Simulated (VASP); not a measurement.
CuO:

```
CELL_PARAMETERS angstrom
1.99097 -2.15355 0.00000
1.99097 2.15355 0.00000
0.00000 0.00000 5.15593
ATOMIC_POSITIONS crystal
Cu 0.50000 0.00000 0.00000
Cu 0.00000 0.50000 0.50000
O 0.50000 0.50000 0.25000
O 0.50000 0.50000 0.75000
```

| Quantity | Value |
| --- | --- |
| Program | VASP 6.6.1 |
| Task | relaxation of cell and atoms |
| Functional | RPBE |
| Potentials or basis | VASP PAW PBE potentials, release 64 (Cu, O) |
| Cutoff | 600 eV |
| k mesh | 9 × 9 × 5 |
| Occupations | fermi-dirac, width 0.05 eV |
| Spin | no spin polarisation |

At the start: pressure 7.2 GPa; volume 11.05 Å³/atom.

Problem. Where does the relaxation end?

Solution. Over 19 steps the energy falls by 13.7 meV/atom and the volume is 11.66 Å³/atom (+5.5 %); space group Cccm (No. 66, to 0.1 Å) before, P4_2/mmc (No. 131, to 0.1 Å).

Step by step:
```
step  energy change (eV)  largest force (eV/Å)  pressure (GPa)  volume (Å³)
   1              0.0000                0.0000            7.16        44.21
   2             -0.0342                0.0000           -3.03        47.45
   3             -0.0453                0.0000            0.07        46.32
   4             -0.0475                0.0000            0.10        46.41
   5             -0.0494                0.0000            0.07        46.60
   6             -0.0504                0.0000           -0.30        46.69
   7             -0.0514                0.0000           -0.49        46.82
   8             -0.0521                0.0000           -1.14        47.08
   9             -0.0524                0.0000           -1.21        47.06
  10             -0.0533                0.0000           -0.86        47.00
  11             -0.0544                0.0000           -0.38        46.86
  12             -0.0546                0.0000           -0.29        46.79
  13             -0.0546                0.0000           -0.39        46.76
  14             -0.0546                0.0000           -0.24        46.70
  15             -0.0546                0.0000           -0.15        46.74
  16             -0.0546                0.0000           -0.23        46.75
  17             -0.0547                0.0000           -0.26        46.73
  18             -0.0549                0.0000            0.09        46.64
  19             -0.0549                0.0000           -0.06        46.65
```

Final structure:
```
CELL_PARAMETERS angstrom
2.12091 -2.11476 0.00000
2.12091 2.11476 0.00000
0.00000 0.00000 5.20045
ATOMIC_POSITIONS crystal
Cu 0.50000 0.00000 0.00000
Cu 0.00000 0.50000 0.50000
O 0.50000 0.50000 0.25000
O 0.50000 0.50000 0.75000
```

Caveat: the PAW data sets were made with another functional, which shifts forces and pressure a little.
